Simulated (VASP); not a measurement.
# Ga3Se (Cmcm) in VASP: single point with PBE+D3(BJ)

Aim: the single point of Ga3Se with PBE+D3(BJ).

All numbers are computed with VASP 6.6.1; they aren't measurements. Logs are shortened: lines on timing, memory, paths and dates and some standing lists are left out, and cuts for length are marked.

## (1) The cell of the first run

It takes space group Cmcm (No. 63, orthorhombic). The conventional cell has a = 6.115 Å, b = 6.115 Å, c = 8.647 Å, α = 90.00°, β = 90.00°, γ = 90.00°. Within 3.9 Å of Ga (site symmetry -1) lie 8 Ga at 2.95 to 3.18 Å and 4 Se at 2.99 to 3.13 Å. Within 3.9 Å of Ga (site symmetry m2m) lie 8 Ga at 2.95 to 3.18 Å and 4 Se at 2.97 to 3.14 Å. Se (site symmetry m2m) has 12 Ga at 2.97 to 3.14 Å within 3.9 Å.

## (2) Single point, PBE+D3(BJ) (atoms displaced along a vibrational mode)

Contents of INCAR:

```
SYSTEM = Ga3Se
PREC = Accurate
ENCUT = 520
EDIFF = 1E-6
ISMEAR = 0
SIGMA = 0.15
LREAL = .False.
LASPH = .True.
NELM = 100
ALGO = Fast
ISIF = 2
LWAVE = .False.
LCHARG = .True.
GGA = PE
IVDW = 12
LELF = .True.
LVHAR = .True.
NBANDS = 55
```

Contents of KPOINTS:

```
Automatic mesh
0
Gamma
  12 12 6
  0 0 0
```

Contents of POSCAR:

```
Ga3Se
1.0
    4.3236103157      0.0000000000      0.0000000000
    0.0000000000      4.3236103157      0.0000000000
    0.0000000000      0.0000000000      8.6472206315
Ga Se
6 2
Direct
    0.0000000000      0.5000000000      0.2500000000
    0.0000000000      0.5000000000      0.7500000000
    0.5000000000      0.0000000000      0.2500000000
    0.5000000000      0.0000000000      0.7500000000
    0.5367977255      0.5367977255      0.0000000000
    0.4632022745      0.4632022745      0.5000000000
    0.0232171505      0.0232171505      0.0000000000
   -0.0232171505     -0.0232171505      0.5000000000
```

Potentials or basis: VASP PAW PBE potentials, release 64 (Ga_d, Se).

Command:

```sh
cat potpaw_PBE.64/Ga_d/POTCAR potpaw_PBE.64/Se/POTCAR > POTCAR
mpirun -np 1 vasp_std > vasp.out
```

OUTCAR:

```text
SYSTEM = Ga3Se
   PREC = Accurate
   ENCUT = 520
   EDIFF = 1E-6
   ISMEAR = 0
   LREAL = .False.
   LASPH = .True.
   NELM = 100
   ISIF = 2
   GGA = PE
   IVDW = 12
 IVDW          = 12

 ion  position               nearest neighbor table
   1  0.000  0.500  0.250-
   2  0.000  0.500  0.750-
   3  0.500  0.000  0.250-
   4  0.500  0.000  0.750-
   5  0.537  0.537  0.000-
   6  0.463  0.463  0.500-
   7  0.023  0.023  0.000-
   8  0.977  0.977  0.500-

  LATTYP: Found a simple tetragonal cell.
 ALAT       =     4.3236103157
 C/A-ratio  =     2.0000000000

  Lattice vectors:

 A1 = (   4.3236103157,   0.0000000000,   0.0000000000)
 A2 = (   0.0000000000,   4.3236103157,   0.0000000000)
 A3 = (   0.0000000000,   0.0000000000,   8.6472206315)

Analysis of symmetry for initial positions (statically):
=====================================================================
 Subroutine PRICEL returns:
 Original cell was already a primitive cell.

 Routine SETGRP: Setting up the symmetry group for a
 simple tetragonal supercell.

 Subroutine GETGRP returns: Found  8 space group operations
 (whereof  4 operations were pure point group operations)
 out of a pool of 16 trial point group operations.

The static configuration has the point symmetry C_2v.
 The point group associated with its full space group is D_2h.

Analysis of symmetry for dynamics (positions and initial velocities):
=====================================================================
 Subroutine PRICEL returns:
 Original cell was already a primitive cell.

 Routine SETGRP: Setting up the symmetry group for a
 simple tetragonal supercell.

 Subroutine GETGRP returns: Found  8 space group operations
 (whereof  4 operations were pure point group operations)
 out of a pool of 16 trial point group operations.

The dynamic configuration has the point symmetry C_2v.
 The point group associated with its full space group is D_2h.

 Subroutine INISYM returns: Found  8 space group operations
 (whereof  4 operations are pure point group operations),
 and found     1 'primitive' translations

----------------------------------------------------------------------------------------

                                     Primitive cell

  volume of cell :     161.6477

  direct lattice vectors                    reciprocal lattice vectors
     4.323610316  0.000000000  0.000000000     0.231288189  0.000000000  0.000000000
     0.000000000  4.323610316  0.000000000     0.000000000  0.231288189  0.000000000
     0.000000000  0.000000000  8.647220631     0.000000000  0.000000000  0.115644095

  length of vectors
     4.323610316  4.323610316  8.647220631     0.231288189  0.231288189  0.115644095

  position of ions in fractional coordinates (direct lattice)
     0.000000000  0.500000000  0.250000000
     0.000000000  0.500000000  0.750000000
     0.500000000  0.000000000  0.250000000
     0.500000000  0.000000000  0.750000000
     0.536797726  0.536797726  0.000000000
     0.463202274  0.463202274  0.500000000
     0.023217151  0.023217151  0.000000000
     0.976782849  0.976782849  0.500000000

  ion indices of the primitive-cell ions
   primitive index   ion index
                 1           1
                 2           2
                 3           3
                 4           4
                 5           5
                 6           6
                 7           7
                 8           8

----------------------------------------------------------------------------------------

 KPOINTS: Automatic mesh

Automatic generation of k-mesh.
 Grid dimensions read from file:
 generate k-points for:   12   12    6

 Generating k-lattice:

  Cartesian coordinates                     Fractional coordinates (reciprocal lattice)
     0.019274016  0.000000000  0.000000000     0.083333333  0.000000000  0.000000000
     0.000000000  0.019274016  0.000000000     0.000000000  0.083333333  0.000000000
     0.000000000  0.000000000  0.019274016     0.000000000  0.000000000  0.166666667

  Length of vectors
     0.019274016  0.019274016  0.019274016

  Shift w.r.t. Gamma in fractional coordinates (k-lattice)
     0.000000000  0.000000000  0.000000000

 Subroutine IBZKPT returns following result:
 ===========================================

 Found    172 irreducible k-points:

 Following reciprocal coordinates:
            Coordinates               Weight
  0.000000  0.000000  0.000000      1.000000
  0.083333  0.000000  0.000000      4.000000
  0.166667  0.000000  0.000000      4.000000
  0.250000  0.000000  0.000000      4.000000
  0.333333  0.000000  0.000000      4.000000
  0.416667  0.000000  0.000000      4.000000
[... 16 lines left out ...]
  0.333333  0.166667  0.000000      4.000000
 -0.166667  0.333333  0.000000      4.000000
 [... further k-points ...]
   k-points           NKPTS =    172   k-points in BZ     NKDIM =    172   number of bands    NBANDS=     55
   number of dos      NEDOS =    301   number of ions     NIONS =      8
   total plane-waves  NPLWV =  65536
   dimension x,y,z NGX =    32 NGY =   32 NGZ =   64
   dimension x,y,z NGXF=    64 NGYF=   64 NGZF=  128
   ions per type =               6   2
   NGX,Y,Z   is equivalent  to a cutoff of  12.30, 12.30, 12.30 a.u.
   NGXF,Y,Z  is equivalent  to a cutoff of  24.61, 24.61, 24.61 a.u.
 SYSTEM =  Ga3Se
   PREC   = accura    normal or accurate (medium, high low for compatibility)
   ISTART =      0    job   : 0-new  1-cont  2-samecut
   ICHARG =      2    charge: 1-file 2-atom 10-const
   ISPIN  =      1    spin polarized calculation?
   LNONCOLLINEAR =      F non collinear calculations
   LSORBIT =      F    spin-orbit coupling
   LASPH  =      T    aspherical Exc in radial PAW
   ENCUT  =  520.0 eV  38.22 Ry    6.18 a.u.   8.04  8.04 16.08*2*pi/ulx,y,z
   NELM   =    100;   NELMIN=  2; NELMDL= -5     # of ELM steps
   EDIFF  = 0.1E-05   stopping-criterion for ELM
   LREAL  =      F    real-space projection
   EDIFFG = 0.1E-04   stopping-criterion for IOM
   NSW    =      0    number of steps for IOM
   IBRION =     -1    ionic relax: 0-MD 1-quasi-New 2-CG
   NFREE  =      0    steps in history (QN), initial steepest desc. (CG)
   ISIF   =      2    stress and relaxation
   ISYM   =      2    0-nonsym 1-usesym 2-fastsym
   POTIM  = 0.5000    time-step for ionic-motion
   TEBEG  =    0.0;   TEEND  =   0.0 temperature during run
   PSTRESS=    0.0 pullay stress
   NELECT =      90.0000    total number of electrons
   NUPDOWN=      -1.0000    fix difference up-down
   EMIN   =  10.00;   EMAX   =-10.00  energy-range for DOS
   EFERMI =   0.00;   METHOD = LEGACY
   ISMEAR =     0;   SIGMA  =   0.15  broadening in eV -4-tet -1-fermi 0-gaus
   EFERMI_NEDOS =   21; number of points for ismear=-14 and -15
   IALGO  =     68    algorithm
   IMIX   =      4    mixing-type and parameters
     AMIX     =   0.40;   BMIX     =  1.00
     AMIX_MAG =   1.60;   BMIX_MAG =  1.00
  volume/ion in A,a.u.               =      20.21       136.36
  Fermi-wavevector in a.u.,A,eV,Ry     =   1.346788  2.545060 24.678750  1.813837
  Thomas-Fermi vector in A             =   2.474591
   LORBIT       =      0    0 simple, 1 ext, 2 COOP (PROOUT), +10 PAW based schemes
   GGA     = PE    functional components
   LHFCALC =     F    Hartree Fock is set to
   AEXX    =    0.0000 exact exchange contribution
   IVDW    =    12    specifies the selected vdW correction
   LEPSILON=     F    determine dielectric tensor
   LRPA    =     F    only Hartree local field effects (RPA)
 non-spin polarized calculation
 RMM-DIIS sequential band-by-band and
 Gauss-broadening in eV      SIGMA  =   0.15
  energy-cutoff  :      520.00
  volume of cell :      161.65
 maximum number of plane-waves:      4408
   NGX = 17   NGY = 17   NGZ = 33

 number of electron      90.0000089 magnetization

 Free energy of the ion-electron system (eV)
  ---------------------------------------------------
  ext. energy  EPLUGINS =         0.00000000
  ---------------------------------------------------
  free energy    TOTEN  =       -24.74032801 eV

  energy without entropy =      -24.70434301  energy(sigma->0) =      -24.72233551

 E-fermi :   5.3123     XC(G=0): -10.6224

 val. band max:        5.3114721333   @ k =  -0.2500   0.2500   0.1667
 cond. band min:       5.3129093464   @ k =   0.4167   0.0833   0.3333
 fundamental gap:      0.0014372131
 Fermi energy:         5.3123081881

 k-point     1 :       0.0000    0.0000    0.0000
  band No.  band energies     occupation
      1      -9.8035      2.00000
      2      -9.7610      2.00000
      3      -9.7551      2.00000
      4      -9.7489      2.00000
      5      -9.7235      2.00000
      6      -9.6919      2.00000
[... 47 lines left out ...]
     54       9.8799      0.00000
     55      10.0158      0.00000

 k-point     2 :       0.0833    0.0000    0.0000
  band No.  band energies     occupation
      1      -9.7973      2.00000
      2      -9.7582      2.00000
      3      -9.7524      2.00000
      4      -9.7449      2.00000
      5      -9.7204      2.00000
      6      -9.6911      2.00000
[... 47 lines left out ...]
     54       9.6291      0.00000
     55       9.7425      0.00000

 k-point     3 :       0.1667    0.0000    0.0000
  band No.  band energies     occupation
      1      -9.7795      2.00000
      2      -9.7528      2.00000
      3      -9.7422      2.00000
      4      -9.7329      2.00000
      5      -9.7113      2.00000
      6      -9.6893      2.00000
[... 1152 lines left out ...]
 k-point    23 :       0.3333    0.1667    0.0000
  band No.  band energies     occupation
      1      -9.7599      2.00000
      2      -9.7311      2.00000
      3      -9.7163      2.00000
      4      -9.7032      2.00000
      5      -9.6850      2.00000
      6      -9.6846      2.00000
[... 47 lines left out ...]
     54       9.2266      0.00000
     55       9.5707      0.00000

 k-point    24 :      -0.1667    0.3333    0.0000
  band No.  band energies     occupation
      1      -9.7546      2.00000
      2      -9.7288      2.00000
      3      -9.7158      2.00000
      4      -9.7002      2.00000
      5      -9.6883      2.00000
      6      -9.6866      2.00000
[... 47 lines left out ...]
     54       9.2866      0.00000
     55       9.6044      0.00000

 [... further k-points ...]

------------------------ aborting loop because EDIFF is reached ----------------------------------------

 Edisp (eV)   -2.53014

 E8    (eV) :    -1.1383

  FORCE on cell =-STRESS in cart. coord.  units (eV):
  Direction    XX          YY          ZZ          XY          YZ          ZX
  --------------------------------------------------------------------------------------
  -------------------------------------------------------------------------------------
  Total       0.06084     0.06084     0.43137    -0.24050     0.00000     0.00000
  in kB       0.60304     0.60304     4.27550    -2.38368     0.00000     0.00000
  external pressure =        1.83 kB  Pullay stress =        0.00 kB

 VOLUME and BASIS-vectors are now :
 -----------------------------------------------------------------------------
  energy-cutoff  :      520.00
  volume of cell :      161.65
      direct lattice vectors                 reciprocal lattice vectors
     4.323610316  0.000000000  0.000000000     0.231288189  0.000000000  0.000000000
     0.000000000  4.323610316  0.000000000     0.000000000  0.231288189  0.000000000
     0.000000000  0.000000000  8.647220631     0.000000000  0.000000000  0.115644095

 POSITION                                       TOTAL-FORCE (eV/Angst)
 -----------------------------------------------------------------------------------
      0.00000      2.16181      2.16181         0.000000     -0.000000     -0.000000
      0.00000      2.16181      6.48542         0.000000     -0.000000     -0.000000
      2.16181      0.00000      2.16181         0.000000     -0.000000     -0.000000
      2.16181      0.00000      6.48542        -0.000000     -0.000000      0.000000
      2.32090      2.32090      0.00000        -0.083139     -0.083139      0.000000
      2.00271      2.00271      4.32361         0.083139      0.083139      0.000000
      0.10038      0.10038      0.00000        -0.051986     -0.051986      0.000000
      4.22323      4.22323      4.32361         0.051986      0.051986      0.000000
 -----------------------------------------------------------------------------------
    total drift:                                0.000000     -0.000000     -0.000000

  FREE ENERGIE OF THE ION-ELECTRON SYSTEM (eV)
  ---------------------------------------------------
  free  energy   TOTEN  =       -27.2704663051 eV

  energy  without entropy=      -27.2344813025  energy(sigma->0) =      -27.25247380
```

It took 30 min on 1 thread of Oxide Virtual Turin-like, shared host; peak memory 1 GiB.

Results:

```
Free energy                : -27.2705 eV
Pressure                   : 0.2 GPa
Largest force              : 0.118 eV/Å
Band gap on the k mesh     : zero (bands 45 and 46 overlap by 2.46 eV)
Dispersion energy per atom : -0.316 eV
```

Forces in eV/Å, atoms in the order of the input:
```
Ga   0.000  0.000  0.000
Ga   0.000  0.000  0.000
Ga   0.000  0.000  0.000
Ga   0.000  0.000  0.000
Ga  -0.083 -0.083  0.000
Ga   0.083  0.083  0.000
Se  -0.052 -0.052  0.000
Se   0.052  0.052  0.000
```

Stress tensor (GPa, compression positive):
```
 0.06 -0.24  0.00
-0.24  0.06  0.00
 0.00  0.00  0.43
```

Levels at points of the mesh, in eV from the Fermi level:
```tsv
k point	band 43	band 44	band 45	band 46	band 47	band 48
(0.00, 0.00, 0.00)	-1.93	-1.10	-0.57	-0.38	0.91	1.74
(0.50, 0.00, 0.00)	-0.83	-0.80	-0.70	-0.24	-0.15	1.04
(0.50, 0.50, 0.00)	-2.30	-0.86	-0.61	-0.58	1.46	1.57
(0.00, 0.00, 0.50)	-0.87	-0.87	0.76	0.76	0.81	0.81
(0.50, 0.00, 0.50)	-1.09	-1.09	0.14	0.14	1.28	1.28
(0.50, 0.50, 0.50)	-2.87	-2.87	-1.70	-1.70	1.94	1.94
```

Caveat: the cell differs from its parent crystal (atoms displaced along a vibrational mode).
